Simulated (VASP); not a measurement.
A run of VASP 6.6.1 is set up as follows.

POSCAR

```
Sb
1.0
    3.3320180998      0.0000000000      0.0000000000
   -1.6660090499      2.8856123203      0.0000000000
    0.0000000000      0.0000000000      5.4334470562
Sb
2
Direct
    0.6666666667      0.3333333333      0.7500000000
    0.3333333333      0.6666666667      0.2500000000
```

File INCAR.step1:

```
  PREC = Accurate
  ENCUT = 520
  ISMEAR = -1
  SIGMA = 0.05
  LREAL = False
  LASPH = True
  NELM = 80
  NBANDS = 12
  GGA = PE
  ALGO = Normal
  EDIFF = 1E-4
  LWAVE = True
  LCHARG = False
```

Contents of INCAR.step2:

```
  PREC = Accurate
  ENCUT = 520
  EDIFF = 1E-6
  ISMEAR = -1
  SIGMA = 0.05
  LREAL = False
  LASPH = True
  NELM = 80
  ALGO = Normal
  ISIF = 2
  LWAVE = False
  LCHARG = False
  METAGGA = R2SCAN
  LMIXTAU = True
  NBANDS = 12
  ISTART = 1
```

File KPOINTS:

```
regular mesh
0
Gamma
  9 9 5
```

Potentials or basis: VASP PAW PBE potentials, release 64 (Sb).

Run with:

```console
$ cat potpaw_PBE.64/Sb/POTCAR > POTCAR
$ cp INCAR.step1 INCAR
$ mpirun -np 1 vasp_std > vasp.out
$ cp INCAR.step2 INCAR
$ mpirun -np 1 vasp_std > vasp.out
```

(1) Estimate the pressure.

(2) Predict the band gap on the k mesh.

Results:

(1) 1.9 GPa.

(2) zero (bands 5 and 6 overlap by 7.51 eV).

Caveat: the PAW data sets were made with another functional, which shifts forces and pressure a little; spin-orbit coupling is left out, which moves the levels of the heavy elements.
